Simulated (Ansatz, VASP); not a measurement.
## Two plane-wave programs on C

INCAR

```
SYSTEM = C
  PREC = Accurate
  ENCUT = 1000
  EDIFF = 1E-8
  ISMEAR = -1
  SIGMA = 0.03
  LREAL = .False.
  LASPH = .True.
  NELM = 120
  ALGO = Normal
  ISIF = 2
  LWAVE = .False.
  LCHARG = .False.
  LEFG = .True.
  NBANDS = 11
  GGA_COMPAT = .False.
```

Contents of KPOINTS:

```
regular mesh
0
Gamma
  16 16 16
  0 0 0
```

POSCAR

```
C
1.0
    0.0000000000      1.7774354070      1.7774354070
    1.7774354070      0.0000000000      1.7774354070
    1.7774354070      1.7774354070      0.0000000000
C
2
Direct
    0.5000000000      0.5000000000      0.5000000000
    0.7500000000      0.7500000000      0.7500000000
```

Input for Ansatz:

```yaml
crystal:
  lattice:
    - [0.0, 1.777435407, 1.777435407]
    - [1.777435407, 0.0, 1.777435407]
    - [1.777435407, 1.777435407, 0.0]
  atoms:
    - { symbol: C, position: [0.5, 0.5, 0.5] }
    - { symbol: C, position: [0.75, 0.75, 0.75] }
kpoints:
  mp_grid: { grid: [16, 16, 16] }
scf:
  occupations: { method: fermi_dirac, width: 0.03 }
hamiltonian:
  xc: lda
  pseudopotentials: { kind: paw }
output:
  forces: true
  stress: true
  eigenvalues: true
  efg: { contact_densities: true }
  write_density: true
  write_potential: true
  elf: true
  volumetric_format: npy
```

Change from the starting cell: volume scaled by 0.99, PAW files.

Alike in both runs: task electric field gradients; functional LDA; k mesh 16 × 16 × 16; occupations fermi-dirac, width 0.03 eV; no spin polarisation.

```csv
,VASP,Ansatz
version,VASP 6.6.1,Ansatz 0.2.0
potentials or method,"VASP PAW LDA potentials, release 64 (C_h)","PAW with Ansatz's default frozen-core files, scalar-relativistic"
plane-wave cutoff (eV),1000,420
valence electrons in the cell,8,8
```

|  | VASP | Ansatz | Ansatz less VASP |
| --- | --- | --- | --- |
| gap on the k mesh at the Fermi level (eV) | 4.13 | 4.13 | +0.004 |

LDA's correlation is that of Perdew and Zunger in VASP and of Perdew and Wang (1992) in Ansatz.
